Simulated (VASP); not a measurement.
# Cu (I4/mmm) in VASP: further runs

The runs below take Cu through single point, with PBE.

All numbers are computed with VASP 6.6.1; they aren't measurements. Logs are shortened: lines on timing, memory, paths and dates and some standing lists are left out, and cuts for length are marked.

### 1 The cell of the first run

It takes space group I4/mmm (No. 139, tetragonal). The conventional cell has a = 2.951 Å, b = 2.951 Å, c = 2.759 Å, α = 90.00°, β = 90.00°, γ = 90.00°. Within 3.3 Å of Cu (site symmetry 4/mmm) lie 14 Cu at 2.50 to 2.95 Å.

### 2 Single point, PBE

INCAR reads:

```
SYSTEM = Cu
PREC = Accurate
ENCUT = 700
EDIFF = 1E-6
ISMEAR = 0
SIGMA = 0.15
LREAL = .False.
LASPH = .True.
NELM = 120
ALGO = Normal
ISIF = 2
LWAVE = .False.
LCHARG = .True.
GGA = PE
LELF = .True.
LVHAR = .True.
NBANDS = 26
GGA_COMPAT = .False.
```

KPOINTS reads:

```
Automatic mesh
0
Gamma
  12 12 12
  0 0 0
```

POSCAR reads:

```
Cu
1.0
    0.0000000000      0.0000000000     -2.7591133692
    0.0000000000     -2.9510604861      0.0000000000
   -2.9510604861      0.0000000000      0.0000000000
Cu
2
Direct
    0.5000000000      0.5000000000      0.5000000000
    0.0000000000      0.0000000000      0.0000000000
```

Potentials or basis: VASP PAW PBE potentials, release 64 (Cu_sv_GW).

On the command line:

```sh
cat potpaw_PBE.64/Cu_sv_GW/POTCAR > POTCAR
mpirun -np 1 vasp_std > vasp.out
```

OUTCAR:

```text
SYSTEM = Cu
   PREC = Accurate
   ENCUT = 700
   EDIFF = 1E-6
   ISMEAR = 0
   LREAL = .False.
   LASPH = .True.
   NELM = 120
   ISIF = 2
   GGA = PE

 ion  position               nearest neighbor table
   1  0.500  0.500  0.500-   2 2.50   2 2.50   2 2.50   2 2.50   2 2.50   2 2.50   2 2.50   2 2.50

   2  0.000  0.000  0.000-   1 2.50   1 2.50   1 2.50   1 2.50   1 2.50   1 2.50   1 2.50   1 2.50

  LATTYP: Found a simple tetragonal cell.
 ALAT       =     2.9510604861
 C/A-ratio  =     0.9349565630

  Lattice vectors:

 A1 = (   0.0000000000,  -2.9510604861,   0.0000000000)
 A2 = (  -2.9510604861,   0.0000000000,   0.0000000000)
 A3 = (   0.0000000000,   0.0000000000,  -2.7591133692)

Analysis of symmetry for initial positions (statically):
=====================================================================
 Subroutine PRICEL returns following result:

  LATTYP: Found a body centered tetragonal cell.
 ALAT       =     2.9510604861
 C/A-ratio  =     0.9349565630

  Lattice vectors:

 A1 = (  -1.4755302430,  -1.4755302430,   1.3795566846)
 A2 = (   1.4755302430,   1.4755302430,   1.3795566846)
 A3 = (  -1.4755302430,   1.4755302430,  -1.3795566846)

   2 primitive cells build up your supercell.

 Routine SETGRP: Setting up the symmetry group for a
 simple tetragonal supercell.

 Subroutine GETGRP returns: Found 16 space group operations
 (whereof 16 operations were pure point group operations)
 out of a pool of 16 trial point group operations.

The static configuration has the point symmetry D_4h.

Analysis of symmetry for dynamics (positions and initial velocities):
=====================================================================
 Subroutine PRICEL returns following result:

  LATTYP: Found a body centered tetragonal cell.
 ALAT       =     2.9510604861
 C/A-ratio  =     0.9349565630

  Lattice vectors:

 A1 = (  -1.4755302430,  -1.4755302430,   1.3795566846)
 A2 = (   1.4755302430,   1.4755302430,   1.3795566846)
 A3 = (  -1.4755302430,   1.4755302430,  -1.3795566846)

   2 primitive cells build up your supercell.

 Routine SETGRP: Setting up the symmetry group for a
 simple tetragonal supercell.

 Subroutine GETGRP returns: Found 16 space group operations
 (whereof 16 operations were pure point group operations)
 out of a pool of 16 trial point group operations.

The dynamic configuration has the point symmetry D_4h.

 Subroutine INISYM returns: Found 16 space group operations
 (whereof 16 operations are pure point group operations),
 and found     2 'primitive' translations

----------------------------------------------------------------------------------------

                                     Primitive cell

  volume of cell :      12.0142

  direct lattice vectors                    reciprocal lattice vectors
    -1.475530243 -1.475530243  1.379556685    -0.338861235  0.000000000  0.362435270
     1.475530243  1.475530243  1.379556685     0.000000000  0.338861235  0.362435270
    -1.475530243  1.475530243 -1.379556685    -0.338861235  0.338861235  0.000000000

  length of vectors
     2.501510672  2.501510672  2.501510672     0.496171605  0.496171605  0.479222154

  position of ions in fractional coordinates (direct lattice)
     0.000000000  0.000000000  0.000000000

  ion indices of the primitive-cell ions
   primitive index   ion index
                 1           1

----------------------------------------------------------------------------------------

 KPOINTS: Automatic mesh

Automatic generation of k-mesh.
 Grid dimensions read from file:
 generate k-points for:   12   12   12

 Generating k-lattice:

  Cartesian coordinates                     Fractional coordinates (reciprocal lattice)
     0.000000000  0.000000000 -0.030202939     0.083333333  0.000000000  0.000000000
     0.000000000 -0.028238436  0.000000000     0.000000000  0.083333333  0.000000000
    -0.028238436  0.000000000  0.000000000     0.000000000  0.000000000  0.083333333

  Length of vectors
     0.030202939  0.028238436  0.028238436

  Shift w.r.t. Gamma in fractional coordinates (k-lattice)
     0.000000000  0.000000000  0.000000000

 Subroutine IBZKPT returns following result:
 ===========================================

 Found    196 irreducible k-points:

 Following reciprocal coordinates:
            Coordinates               Weight
  0.000000  0.000000  0.000000      1.000000
  0.083333  0.000000  0.000000      2.000000
  0.166667  0.000000  0.000000      2.000000
  0.250000  0.000000  0.000000      2.000000
  0.333333  0.000000  0.000000      2.000000
  0.416667  0.000000  0.000000      2.000000
[... 16 lines left out ...]
  0.083333  0.250000  0.000000      8.000000
  0.166667  0.250000  0.000000      8.000000
 [... further k-points ...]
   k-points           NKPTS =    196   k-points in BZ     NKDIM =    196   number of bands    NBANDS=     26
   number of dos      NEDOS =    301   number of ions     NIONS =      2
   total plane-waves  NPLWV =  18816
   dimension x,y,z NGX =    24 NGY =   28 NGZ =   28
   dimension x,y,z NGXF=    48 NGYF=   56 NGZF=   56
   ions per type =               2
   NGX,Y,Z   is equivalent  to a cutoff of  14.46, 15.77, 15.77 a.u.
   NGXF,Y,Z  is equivalent  to a cutoff of  28.92, 31.55, 31.55 a.u.
 SYSTEM =  Cu
   PREC   = accura    normal or accurate (medium, high low for compatibility)
   ISTART =      0    job   : 0-new  1-cont  2-samecut
   ICHARG =      2    charge: 1-file 2-atom 10-const
   ISPIN  =      1    spin polarized calculation?
   LNONCOLLINEAR =      F non collinear calculations
   LSORBIT =      F    spin-orbit coupling
   LASPH  =      T    aspherical Exc in radial PAW
   ENCUT  =  700.0 eV  51.45 Ry    7.17 a.u.   5.95  6.37  6.37*2*pi/ulx,y,z
   NELM   =    120;   NELMIN=  2; NELMDL= -5     # of ELM steps
   EDIFF  = 0.1E-05   stopping-criterion for ELM
   LREAL  =      F    real-space projection
   EDIFFG = 0.1E-04   stopping-criterion for IOM
   NSW    =      0    number of steps for IOM
   IBRION =     -1    ionic relax: 0-MD 1-quasi-New 2-CG
   NFREE  =      0    steps in history (QN), initial steepest desc. (CG)
   ISIF   =      2    stress and relaxation
   ISYM   =      2    0-nonsym 1-usesym 2-fastsym
   POTIM  = 0.5000    time-step for ionic-motion
   TEBEG  =    0.0;   TEEND  =   0.0 temperature during run
   PSTRESS=    0.0 pullay stress
   NELECT =      38.0000    total number of electrons
   NUPDOWN=      -1.0000    fix difference up-down
   EMIN   =  10.00;   EMAX   =-10.00  energy-range for DOS
   EFERMI =   0.00;   METHOD = LEGACY
   ISMEAR =     0;   SIGMA  =   0.15  broadening in eV -4-tet -1-fermi 0-gaus
   EFERMI_NEDOS =   21; number of points for ismear=-14 and -15
   IALGO  =     38    algorithm
   IMIX   =      4    mixing-type and parameters
     AMIX     =   0.40;   BMIX     =  1.00
     AMIX_MAG =   1.60;   BMIX_MAG =  1.00
  volume/ion in A,a.u.               =      12.01        81.08
  Fermi-wavevector in a.u.,A,eV,Ry     =   1.907337  3.604344 49.497104  3.637935
  Thomas-Fermi vector in A             =   2.944880
   LORBIT       =      0    0 simple, 1 ext, 2 COOP (PROOUT), +10 PAW based schemes
   GGA     = PE    functional components
   LHFCALC =     F    Hartree Fock is set to
   AEXX    =    0.0000 exact exchange contribution
   IVDW    =     0    specifies the selected vdW correction
   LEPSILON=     F    determine dielectric tensor
   LRPA    =     F    only Hartree local field effects (RPA)
 non-spin polarized calculation
 Gauss-broadening in eV      SIGMA  =   0.15
  energy-cutoff  :      700.00
  volume of cell :       24.03
 maximum number of plane-waves:      1036
 NGX is ok and might be reduce to    24
   NGX = 11   NGY = 13   NGZ = 13

 number of electron      37.9999979 magnetization

 Free energy of the ion-electron system (eV)
  ---------------------------------------------------
  ext. energy  EPLUGINS =         0.00000000
  ---------------------------------------------------
  free energy    TOTEN  =        -7.51946891 eV

  energy without entropy =       -7.51134061  energy(sigma->0) =       -7.51540476

 E-fermi :   7.3913     XC(G=0): -13.2520

 val. band max:        7.3795187212   @ k =   0.3333   0.3333   0.3333
 cond. band min:       7.4083774506   @ k =   0.3333   0.4167   0.2500
 fundamental gap:      0.0288587294
 Fermi energy:         7.3913138375

 k-point     1 :       0.0000    0.0000    0.0000
  band No.  band energies     occupation
      1    -105.1560      2.00000
      2    -105.1293      2.00000
      3     -62.5610      2.00000
      4     -62.5610      2.00000
      5     -62.5561      2.00000
      6     -62.4871      2.00000
[... 18 lines left out ...]
     25      23.6683      0.00000
     26      31.4912      0.00000

 k-point     2 :       0.0833    0.0000    0.0000
  band No.  band energies     occupation
      1    -105.1557      2.00000
      2    -105.1297      2.00000
      3     -62.5594      2.00000
      4     -62.5594      2.00000
      5     -62.5564      2.00000
      6     -62.4900      2.00000
[... 18 lines left out ...]
     25      25.0271      0.00000
     26      31.5083      0.00000

 k-point     3 :       0.1667    0.0000    0.0000
  band No.  band energies     occupation
      1    -105.1546      2.00000
      2    -105.1304      2.00000
      3     -62.5567      2.00000
      4     -62.5548      2.00000
      5     -62.5548      2.00000
      6     -62.4985      2.00000
[... 18 lines left out ...]
     25      27.9897      0.00000
     26      29.9189      0.00000

 k-point     4 :       0.2500    0.0000    0.0000
  band No.  band energies     occupation
      1    -105.1514      2.00000
      2    -105.1324      2.00000
      3     -62.5570      2.00000
      4     -62.5484      2.00000
      5     -62.5484      2.00000
      6     -62.5088      2.00000
[... 18 lines left out ...]
     25      27.6223      0.00000
     26      27.9837      0.00000
[... 496 lines left out ...]
      1    -105.1519      2.00000
      2    -105.1338      2.00000
      3     -62.5555      2.00000
      4     -62.5498      2.00000
      5     -62.5458      2.00000
      6     -62.4971      2.00000
[... 18 lines left out ...]
     25      26.6094      0.00000
     26      26.8728      0.00000

 k-point    23 :       0.0833    0.2500    0.0000
  band No.  band energies     occupation
      1    -105.1515      2.00000
      2    -105.1339      2.00000
      3     -62.5603      2.00000
      4     -62.5486      2.00000
      5     -62.5402      2.00000
      6     -62.5077      2.00000
[... 18 lines left out ...]
     25      26.0731      0.00000
     26      26.7454      0.00000

 k-point    24 :       0.1667    0.2500    0.0000
  band No.  band energies     occupation
      1    -105.1503      2.00000
      2    -105.1347      2.00000
      3     -62.5676      2.00000
      4     -62.5454      2.00000
      5     -62.5320      2.00000
      6     -62.5212      2.00000
[... 18 lines left out ...]
     25      27.0409      0.00000
     26      27.3022      0.00000

 [... further k-points ...]

------------------------ aborting loop because EDIFF is reached ----------------------------------------

  FORCE on cell =-STRESS in cart. coord.  units (eV):
  Direction    XX          YY          ZZ          XY          YZ          ZX
  --------------------------------------------------------------------------------------
  -------------------------------------------------------------------------------------
  Total       -0.7176126     -0.7176126     -0.8084020      0.0000000      0.0000000      0.0000000
  in kB      -47.8492237    -47.8492237    -53.9029067      0.0000000      0.0000000      0.0000000
  external PRESSURE =     -49.8671180 kB  Pullay stress =       0.0000000 kB

 VOLUME and BASIS-vectors are now :
 -----------------------------------------------------------------------------
  energy-cutoff  :      700.00
  volume of cell :       24.03
      direct lattice vectors                 reciprocal lattice vectors
     0.000000000  0.000000000 -2.759113369     0.000000000  0.000000000 -0.362435270
     0.000000000 -2.951060486  0.000000000     0.000000000 -0.338861235  0.000000000
    -2.951060486  0.000000000  0.000000000    -0.338861235  0.000000000  0.000000000

 POSITION                                       TOTAL-FORCE (eV/Angst)
 -----------------------------------------------------------------------------------
     -1.47553     -1.47553     -1.37956         0.000000     -0.000000     -0.000000
      0.00000      0.00000      0.00000        -0.000000      0.000000      0.000000
 -----------------------------------------------------------------------------------
    total drift:                                0.000000     -0.000000     -0.000000

  FREE ENERGIE OF THE ION-ELECTRON SYSTEM (eV)
  ---------------------------------------------------
  free  energy   TOTEN  =        -7.5194689050 eV

  energy  without entropy=       -7.5113406138  energy(sigma->0) =       -7.51540476
```

Wall time 2.1 min (1 thread of AMD EPYC 9R45 (Zen 5), shared host); peak memory 0.27 GiB.

Results:

```yaml
Free_energy: -7.5195 eV
Pressure: -5.0 GPa
Band_gap_on_the_k_mesh: zero (band 19 reaches 13.50 eV, above the bottom of band 20 at 5.94 eV)
```

### 3 Single point, PBE (biaxial strain in the a-b plane: -2.0 %)

INCAR reads:

```
ALGO     = Fast           # electronic algorithm
EDIFF    = 1E-7           # SCF threshold, eV
ENCUT    = 520            # plane-wave cutoff, eV
GGA      = PE             # functional
ISIF     = 2              # what is computed and relaxed
ISMEAR   = 0              # smearing method
LASPH    = True           # aspherical terms in the spheres
LCHARG   = True           # write CHGCAR
LELF     = True           # ELF
LREAL    = False          # projectors in reciprocal space
LVHAR    = True         
LWAVE    = False          # write WAVECAR
NBANDS   = 18             # bands
NELM     = 80             # most SCF steps
PREC     = Accurate       # precision mode
SIGMA    = 0.1            # smearing width, eV
```

KPOINTS reads:

```
k-points
0
Gamma
  14 14 16
```

POSCAR reads:

```
Cu
1.0
    2.8920406084      0.0000000000      0.0000000000
    0.0000000000      2.8920406084      0.0000000000
    0.0000000000      0.0000000000      2.7922201216
Cu
2
Direct
    0.0000000000      0.0000000000      0.0000000000
    0.5000000000      0.5000000000      0.5000000000
```

Potentials or basis: VASP PAW PBE potentials, release 64 (Cu).

On the command line:

```sh
cat potpaw_PBE.64/Cu/POTCAR > POTCAR
mpirun -np 1 vasp_std > vasp.out
```

OUTCAR:

```text
EDIFF = 1E-7
   ENCUT = 520
   GGA = PE
   ISIF = 2
   ISMEAR = 0
   LASPH = True
   LREAL = False
   NELM = 80
   PREC = Accurate

 ion  position               nearest neighbor table
   1  0.000  0.000  0.000-   2 2.48   2 2.48   2 2.48   2 2.48   2 2.48   2 2.48   2 2.48   2 2.48

   2  0.500  0.500  0.500-   1 2.48   1 2.48   1 2.48   1 2.48   1 2.48   1 2.48   1 2.48   1 2.48

  LATTYP: Found a simple tetragonal cell.
 ALAT       =     2.8920406084
 C/A-ratio  =     0.9654844104

  Lattice vectors:

 A1 = (   2.8920406084,   0.0000000000,   0.0000000000)
 A2 = (   0.0000000000,   2.8920406084,   0.0000000000)
 A3 = (   0.0000000000,   0.0000000000,   2.7922201216)

Analysis of symmetry for initial positions (statically):
=====================================================================
 Subroutine PRICEL returns following result:

  LATTYP: Found a body centered tetragonal cell.
 ALAT       =     2.8920406084
 C/A-ratio  =     0.9654844104

  Lattice vectors:

 A1 = (  -1.4460203042,  -1.4460203042,  -1.3961100608)
 A2 = (   1.4460203042,   1.4460203042,  -1.3961100608)
 A3 = (   1.4460203042,  -1.4460203042,   1.3961100608)

[... 181 lines left out ...]

 E-fermi :   7.7454     XC(G=0): -12.7930

 val. band max:        7.7361992700   @ k =   0.5000   0.2143   0.2500
 cond. band min:       7.7507987338   @ k =   0.5000   0.2857   0.1875
 fundamental gap:      0.0145994638
 Fermi energy:         7.7454319726

 k-point     1 :       0.0000    0.0000    0.0000
  band No.  band energies     occupation
      1      -1.7048      2.00000
      2       3.0180      2.00000
      3       3.0542      2.00000
      4       4.5002      2.00000
      5       4.6396      2.00000
      6       4.6396      2.00000
[... 481 lines left out ...]
      5       4.4936      2.00000
      6       4.7302      2.00000
[... 10 lines left out ...]
     17      27.0992      0.00000
     18      27.3661      0.00000

 [... further k-points ...]

------------------------ aborting loop because EDIFF is reached ----------------------------------------

  FORCE on cell =-STRESS in cart. coord.  units (eV):
  Direction    XX          YY          ZZ          XY          YZ          ZX
  --------------------------------------------------------------------------------------
  -------------------------------------------------------------------------------------
  Total        0.6969940      0.6969940      0.7139082      0.0000000      0.0000000     -0.0000000
  in kB       47.8168775     47.8168775     48.9772667      0.0000000      0.0000000     -0.0000000
  external PRESSURE =      48.2036739 kB  Pullay stress =       0.0000000 kB

 VOLUME and BASIS-vectors are now :
 -----------------------------------------------------------------------------
  energy-cutoff  :      520.00
  volume of cell :       23.35
      direct lattice vectors                 reciprocal lattice vectors
     2.892040608  0.000000000  0.000000000     0.345776611  0.000000000  0.000000000
     0.000000000  2.892040608  0.000000000     0.000000000  0.345776611  0.000000000
     0.000000000  0.000000000  2.792220122     0.000000000  0.000000000  0.358137953

 POSITION                                       TOTAL-FORCE (eV/Angst)
 -----------------------------------------------------------------------------------
      0.00000      0.00000      0.00000        -0.000000      0.000000      0.000000
      1.44602      1.44602      1.39611         0.000000     -0.000000     -0.000000
 -----------------------------------------------------------------------------------
    total drift:                                0.000000      0.000000     -0.000000

  FREE ENERGIE OF THE ION-ELECTRON SYSTEM (eV)
  ---------------------------------------------------
  free  energy   TOTEN  =        -7.3775035322 eV

  energy  without entropy=       -7.3750842043  energy(sigma->0) =       -7.37629387
```

It took 1.7 min on 1 thread of Intel Xeon Platinum 8259CL at 2.50GHz (Skylake/Cascade Lake), shared host; peak memory 0.22 GiB.

What came out:

| Property | Result |
| --- | --- |
| Free energy | -7.3775 eV |
| Pressure | 4.8 GPa |
| Band gap on the k mesh | zero (band 11 reaches 14.11 eV, above the bottom of band 12 at 6.33 eV) |

Caveat: the cell differs from its parent crystal (biaxial strain in the a-b plane: -2.0 %).
